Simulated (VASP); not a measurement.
# Be2Ag2BAs (P4/mmm) in VASP: single point with PBE

Aim: the single point of Be2Ag2BAs with PBE.

Program: VASP 6.6.1. These are calculated values, not measurements. Logs are shortened: lines on timing, memory, paths and dates and some standing lists are left out, and cuts for length are marked.

**1. The cell of the first run**

Symmetry: P4/mmm, No. 123, tetragonal system. Conventional cell: a = 3.867 Å, b = 3.867 Å, c = 5.093 Å, α = 90.00°, β = 90.00°, γ = 90.00°. Within 2.6 Å of Be (site symmetry mmm) lie 2 As at 1.93 Å and 4 Ag at 2.39 Å. Ag (site symmetry 4mm) has 2 Ag at 2.28 to 2.81 Å and 4 Be at 2.39 Å and 4 B at 2.96 Å and 4 As at 3.07 Å within 3.1 Å. B (site symmetry 4/mmm) has 2 As at 2.55 Å and 8 Ag at 2.96 Å and 8 Be at 3.20 Å within 3.4 Å. Within 2.6 Å of As (site symmetry 4/mmm) lie 4 Be at 1.93 Å and 2 B at 2.55 Å.

The cell was generated, and may not be a known phase.

**2. Single point, PBE**

Input file INCAR:

```
PREC     = Accurate       # precision mode
ENCUT    = 630            # plane-wave cutoff, eV
EDIFF    = 1E-6           # SCF threshold, eV
ISMEAR   = 0              # smearing method
SIGMA    = 0.1            # smearing width, eV
LREAL    = False          # projectors in reciprocal space
LASPH    = True           # aspherical terms in the spheres
NELM     = 120            # most SCF steps
ALGO     = Normal         # electronic algorithm
ISIF     = 2              # what is computed and relaxed
LWAVE    = False          # write WAVECAR
LCHARG   = True           # write CHGCAR
GGA      = PE             # functional
LELF     = True           # ELF
LVHAR    = True         
NBANDS   = 39             # bands
GGA_COMPAT= False
```

Input file KPOINTS:

```
Automatic mesh
0
Gamma
  4 4 4
```

Input file POSCAR:

```
Be2Ag2BAs
1.0
    3.8668700400      0.0000000000      0.0000000000
    0.0000000000      3.8668700400      0.0000000000
    0.0000000000      0.0000000000      5.0932094900
Be Ag B As
2 2 1 1
Direct
    0.0000000000      0.5000000000      0.5000000000
    0.5000000000      0.0000000000      0.5000000000
    0.5000000000      0.5000000000      0.2240000100
    0.5000000000      0.5000000000      0.7759999900
    0.0000000000      0.0000000000      0.0000000000
    0.0000000000      0.0000000000      0.5000000000
```

Potentials or basis: VASP PAW PBE potentials, release 64 (Be, Ag_sv_GW, B, As_d).

The run is started by

```bash
$ cat potpaw_PBE.64/Be/POTCAR potpaw_PBE.64/Ag_sv_GW/POTCAR potpaw_PBE.64/B/POTCAR potpaw_PBE.64/As_d/POTCAR > POTCAR
$ mpirun -np 1 vasp_std > vasp.out
```

OUTCAR:

```text
PREC = Accurate
   ENCUT = 630
   EDIFF = 1E-6
   ISMEAR = 0
   LREAL = False
   LASPH = True
   NELM = 120
   ISIF = 2
   GGA = PE

 ion  position               nearest neighbor table
   1  0.000  0.500  0.500-   6 1.93   6 1.93   3 2.39   4 2.39   3 2.39   4 2.39
   2  0.500  0.000  0.500-   6 1.93   6 1.93   3 2.39   3 2.39   4 2.39   4 2.39
   3  0.500  0.500  0.224-   4 2.28   2 2.39   1 2.39   2 2.39   1 2.39
   4  0.500  0.500  0.776-   3 2.28   2 2.39   1 2.39   2 2.39   1 2.39
   5  0.000  0.000  0.000-
   6  0.000  0.000  0.500-   1 1.93   2 1.93   1 1.93   2 1.93

  LATTYP: Found a simple tetragonal cell.
 ALAT       =     3.8668700400
 C/A-ratio  =     1.3171400738

  Lattice vectors:

 A1 = (   3.8668700400,   0.0000000000,   0.0000000000)
 A2 = (   0.0000000000,   3.8668700400,   0.0000000000)
 A3 = (   0.0000000000,   0.0000000000,   5.0932094900)

Analysis of symmetry for initial positions (statically):
=====================================================================
 Subroutine PRICEL returns:
 Original cell was already a primitive cell.

 Routine SETGRP: Setting up the symmetry group for a
 simple tetragonal supercell.

 Subroutine GETGRP returns: Found 16 space group operations
 (whereof 16 operations were pure point group operations)
 out of a pool of 16 trial point group operations.

The static configuration has the point symmetry D_4h.

Analysis of symmetry for dynamics (positions and initial velocities):
=====================================================================
 Subroutine PRICEL returns:
 Original cell was already a primitive cell.

 Routine SETGRP: Setting up the symmetry group for a
 simple tetragonal supercell.

 Subroutine GETGRP returns: Found 16 space group operations
 (whereof 16 operations were pure point group operations)
 out of a pool of 16 trial point group operations.

The dynamic configuration has the point symmetry D_4h.

 Subroutine INISYM returns: Found 16 space group operations
 (whereof 16 operations are pure point group operations),
 and found     1 'primitive' translations

----------------------------------------------------------------------------------------

                                     Primitive cell

  volume of cell :      76.1572

  direct lattice vectors                    reciprocal lattice vectors
     3.866870040  0.000000000  0.000000000     0.258607088  0.000000000  0.000000000
     0.000000000  3.866870040  0.000000000     0.000000000  0.258607088  0.000000000
     0.000000000  0.000000000  5.093209490     0.000000000  0.000000000  0.196339852

  length of vectors
     3.866870040  3.866870040  5.093209490     0.258607088  0.258607088  0.196339852

  position of ions in fractional coordinates (direct lattice)
     0.000000000  0.500000000  0.500000000
     0.500000000  0.000000000  0.500000000
     0.500000000  0.500000000  0.224000010
     0.500000000  0.500000000  0.775999990
     0.000000000  0.000000000  0.000000000
     0.000000000  0.000000000  0.500000000

  ion indices of the primitive-cell ions
   primitive index   ion index
                 1           1
                 2           2
                 3           3
                 4           4
                 5           5
                 6           6

----------------------------------------------------------------------------------------

 KPOINTS: Automatic mesh

Automatic generation of k-mesh.
 Grid dimensions read from file:
 generate k-points for:    4    4    4

 Generating k-lattice:

  Cartesian coordinates                     Fractional coordinates (reciprocal lattice)
     0.064651772  0.000000000  0.000000000     0.250000000  0.000000000  0.000000000
     0.000000000  0.064651772  0.000000000     0.000000000  0.250000000  0.000000000
     0.000000000  0.000000000  0.049084963     0.000000000  0.000000000  0.250000000

  Length of vectors
     0.064651772  0.064651772  0.049084963

  Shift w.r.t. Gamma in fractional coordinates (k-lattice)
     0.000000000  0.000000000  0.000000000

 Subroutine IBZKPT returns following result:
 ===========================================

 Found     18 irreducible k-points:

 Following reciprocal coordinates:
            Coordinates               Weight
  0.000000  0.000000  0.000000      1.000000
  0.250000  0.000000  0.000000      4.000000
  0.500000  0.000000  0.000000      2.000000
  0.250000  0.250000  0.000000      4.000000
  0.500000  0.250000  0.000000      4.000000
  0.500000  0.500000  0.000000      1.000000
[... 10 lines left out ...]
  0.500000  0.250000  0.500000      4.000000
  0.500000  0.500000  0.500000      1.000000
   k-points           NKPTS =     18   k-points in BZ     NKDIM =     18   number of bands    NBANDS=     39
   number of dos      NEDOS =    301   number of ions     NIONS =      6
   total plane-waves  NPLWV =  43008
   dimension x,y,z NGX =    32 NGY =   32 NGZ =   42
   dimension x,y,z NGXF=    64 NGYF=   64 NGZF=   84
   ions per type =               2   2   1   1
   NGX,Y,Z   is equivalent  to a cutoff of  13.76, 13.76, 13.71 a.u.
   NGXF,Y,Z  is equivalent  to a cutoff of  27.52, 27.52, 27.42 a.u.
 SYSTEM =  unknown system
   PREC   = accura    normal or accurate (medium, high low for compatibility)
   ISTART =      0    job   : 0-new  1-cont  2-samecut
   ICHARG =      2    charge: 1-file 2-atom 10-const
   ISPIN  =      1    spin polarized calculation?
   LNONCOLLINEAR =      F non collinear calculations
   LSORBIT =      F    spin-orbit coupling
   LASPH  =      T    aspherical Exc in radial PAW
   ENCUT  =  630.0 eV  46.30 Ry    6.80 a.u.   7.91  7.91 10.42*2*pi/ulx,y,z
   NELM   =    120;   NELMIN=  2; NELMDL= -5     # of ELM steps
   EDIFF  = 0.1E-05   stopping-criterion for ELM
   LREAL  =      F    real-space projection
   EDIFFG = 0.1E-04   stopping-criterion for IOM
   NSW    =      0    number of steps for IOM
   IBRION =     -1    ionic relax: 0-MD 1-quasi-New 2-CG
   NFREE  =      0    steps in history (QN), initial steepest desc. (CG)
   ISIF   =      2    stress and relaxation
   ISYM   =      2    0-nonsym 1-usesym 2-fastsym
   POTIM  = 0.5000    time-step for ionic-motion
   TEBEG  =    0.0;   TEEND  =   0.0 temperature during run
   PSTRESS=    0.0 pullay stress
   NELECT =      60.0000    total number of electrons
   NUPDOWN=      -1.0000    fix difference up-down
   EMIN   =  10.00;   EMAX   =-10.00  energy-range for DOS
   EFERMI =   0.00;   METHOD = LEGACY
   ISMEAR =     0;   SIGMA  =   0.10  broadening in eV -4-tet -1-fermi 0-gaus
   EFERMI_NEDOS =   21; number of points for ismear=-14 and -15
   IALGO  =     38    algorithm
   IMIX   =      4    mixing-type and parameters
     AMIX     =   0.40;   BMIX     =  1.00
     AMIX_MAG =   1.60;   BMIX_MAG =  1.00
  volume/ion in A,a.u.               =      12.69        85.66
  Fermi-wavevector in a.u.,A,eV,Ry     =   1.512011  2.857287 31.105340  2.286178
  Thomas-Fermi vector in A             =   2.621992
   LORBIT       =      0    0 simple, 1 ext, 2 COOP (PROOUT), +10 PAW based schemes
   GGA     = PE    functional components
   LHFCALC =     F    Hartree Fock is set to
   AEXX    =    0.0000 exact exchange contribution
   IVDW    =     0    specifies the selected vdW correction
   LEPSILON=     F    determine dielectric tensor
   LRPA    =     F    only Hartree local field effects (RPA)
 non-spin polarized calculation
 Gauss-broadening in eV      SIGMA  =   0.10
  energy-cutoff  :      630.00
  volume of cell :       76.16
 maximum number of plane-waves:      2758
 NGX is ok and might be reduce to    32
   NGX = 15   NGY = 15   NGZ = 21

 number of electron      60.0000021 magnetization

 Free energy of the ion-electron system (eV)
  ---------------------------------------------------
  ext. energy  EPLUGINS =         0.00000000
  ---------------------------------------------------
  free energy    TOTEN  =       -11.39832639 eV

  energy without entropy =      -11.38112803  energy(sigma->0) =      -11.38972721

 E-fermi :   7.0746     XC(G=0): -11.7422

 val. band max:        7.0683478072   @ k =   0.2500   0.0000   0.0000
 cond. band min:       7.0994688604   @ k =   0.2500   0.0000   0.5000
 fundamental gap:      0.0311210532
 Fermi energy:         7.0746242314

 k-point     1 :       0.0000    0.0000    0.0000
  band No.  band energies     occupation
      1     -86.1332      2.00000
      2     -86.0631      2.00000
      3     -49.9783      2.00000
      4     -49.5469      2.00000
      5     -49.5469      2.00000
      6     -49.4873      2.00000
[... 31 lines left out ...]
     38      13.0044      0.00000
     39      13.0044      0.00000

 k-point     2 :       0.2500    0.0000    0.0000
  band No.  band energies     occupation
      1     -86.1332      2.00000
      2     -86.0631      2.00000
      3     -49.9783      2.00000
      4     -49.5478      2.00000
      5     -49.5468      2.00000
      6     -49.4882      2.00000
[... 31 lines left out ...]
     38      13.6315      0.00000
     39      13.9034      0.00000

 k-point     3 :       0.5000    0.0000    0.0000
  band No.  band energies     occupation
      1     -86.1332      2.00000
      2     -86.0631      2.00000
      3     -49.9783      2.00000
      4     -49.5487      2.00000
      5     -49.5467      2.00000
      6     -49.4891      2.00000
[... 31 lines left out ...]
     38      13.8612      0.00000
     39      15.9145      0.00000

 k-point     4 :       0.2500    0.2500    0.0000
  band No.  band energies     occupation
      1     -86.1332      2.00000
      2     -86.0631      2.00000
      3     -49.9783      2.00000
      4     -49.5477      2.00000
      5     -49.5477      2.00000
      6     -49.4881      2.00000
[... 31 lines left out ...]
     38      13.2023      0.00000
     39      15.0414      0.00000
[... 502 lines left out ...]
     38      13.5045      0.00000
     39      14.9231      0.00000

 k-point    17 :       0.5000    0.2500    0.5000
  band No.  band energies     occupation
      1     -86.1287      2.00000
      2     -86.0676      2.00000
      3     -49.9178      2.00000
      4     -49.5428      2.00000
      5     -49.5417      2.00000
      6     -49.4948      2.00000
[... 31 lines left out ...]
     38      14.6266      0.00000
     39      14.6402      0.00000

 k-point    18 :       0.5000    0.5000    0.5000
  band No.  band energies     occupation
      1     -86.1287      2.00000
      2     -86.0676      2.00000
      3     -49.9178      2.00000
      4     -49.5427      2.00000
      5     -49.5427      2.00000
      6     -49.4947      2.00000
[... 31 lines left out ...]
     38      14.0726      0.00000
     39      15.6943      0.00000

------------------------ aborting loop because EDIFF is reached ----------------------------------------

  FORCE on cell =-STRESS in cart. coord.  units (eV):
  Direction    XX          YY          ZZ          XY          YZ          ZX
  --------------------------------------------------------------------------------------
  -------------------------------------------------------------------------------------
  Total       16.8377222     16.8377222     14.0411488      0.0000000      0.0000000      0.0000000
  in kB      354.2282808    354.2282808    295.3945874      0.0000000      0.0000000      0.0000000
  external PRESSURE =     334.6170497 kB  Pullay stress =       0.0000000 kB

 VOLUME and BASIS-vectors are now :
 -----------------------------------------------------------------------------
  energy-cutoff  :      630.00
  volume of cell :       76.16
      direct lattice vectors                 reciprocal lattice vectors
     3.866870040  0.000000000  0.000000000     0.258607088  0.000000000  0.000000000
     0.000000000  3.866870040  0.000000000     0.000000000  0.258607088  0.000000000
     0.000000000  0.000000000  5.093209490     0.000000000  0.000000000  0.196339852

 POSITION                                       TOTAL-FORCE (eV/Angst)
 -----------------------------------------------------------------------------------
      0.00000      1.93344      2.54660         0.000000     -0.000000      0.000000
      1.93344      0.00000      2.54660         0.000000     -0.000000      0.000000
      1.93344      1.93344      1.14088         0.000000     -0.000000      2.849659
      1.93344      1.93344      3.95233         0.000000      0.000000     -2.849659
      0.00000      0.00000      0.00000         0.000000     -0.000000      0.000000
      0.00000      0.00000      2.54660         0.000000     -0.000000      0.000000
 -----------------------------------------------------------------------------------
    total drift:                                0.000000     -0.000000      0.000000

  FREE ENERGIE OF THE ION-ELECTRON SYSTEM (eV)
  ---------------------------------------------------
  free  energy   TOTEN  =       -11.3983263864 eV

  energy  without entropy=      -11.3811280317  energy(sigma->0) =      -11.38972721
```

Wall time 68 s (1 thread of AMD EPYC 7R13 (Zen 3), shared host); peak memory 0.22 GiB.

Results:

* Free energy: -11.3983 eV
* Pressure: 33.5 GPa
* Largest force: 2.850 eV/Å
* Band gap on the k mesh: zero (bands 30 and 31 overlap by 2.92 eV)

Forces in eV/Å, atoms in the order of the input:
```
Be   0.000  0.000  0.000
Be   0.000  0.000  0.000
Ag   0.000  0.000  2.850
Ag   0.000  0.000 -2.850
B    0.000  0.000  0.000
As   0.000  0.000  0.000
```

Stress tensor (GPa, compression positive):
```
35.42  0.00  0.00
 0.00 35.42  0.00
 0.00  0.00 29.54
```

Caveat: the k points lie up to 0.41 Å⁻¹ apart, too coarse for converged energies and pressures of a metal; forces of over 1 eV/Å act on the atoms, so gaps and moduli don't describe the material at rest.

The gap in the log of VASP goes by the Fermi energy; the results here count the filled bands.